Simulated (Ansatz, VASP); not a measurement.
## H: VASP beside Ansatz

```
CELL_PARAMETERS angstrom
0.00000 1.13490 1.13490
1.13490 0.00000 1.13490
1.13490 1.13490 0.00000
ATOMIC_POSITIONS crystal
H 0.00000 0.00000 0.00000
```

Alike in both runs: task relaxation of cell and atoms; functional PBEsol; k mesh 12 × 12 × 12; occupations gaussian, width 0.1 eV; no spin polarisation.

|  | VASP | Ansatz |
| --- | --- | --- |
| version | VASP 6.6.1 | Ansatz 0.2.0 |
| potentials or method | VASP PAW PBE potentials, release 64 (H), cutoff 600 eV | scalar-relativistic, plane waves, PAW |
| valence electrons in the cell | 1 | 1 |

```tsv
	VASP	Ansatz	Ansatz less VASP
gap on the k mesh at the Fermi level, each at its own relaxed structure (eV)	none	none	-
relaxed volume (Å³/atom)	2.92	2.90	-0.019
relaxed length of the cell vector where the two differ most in proportion (Å)	1.605	1.602	-0.0034
```

VASP's potentials were made for PBE, not for PBEsol. A gap of «none» marks a metal or a gap that the smearing closes.

The k mesh is coarse, so the values compare programs but aren't converged. Noted on VASP's run: the relaxation stopped at its first step, so nothing moved.
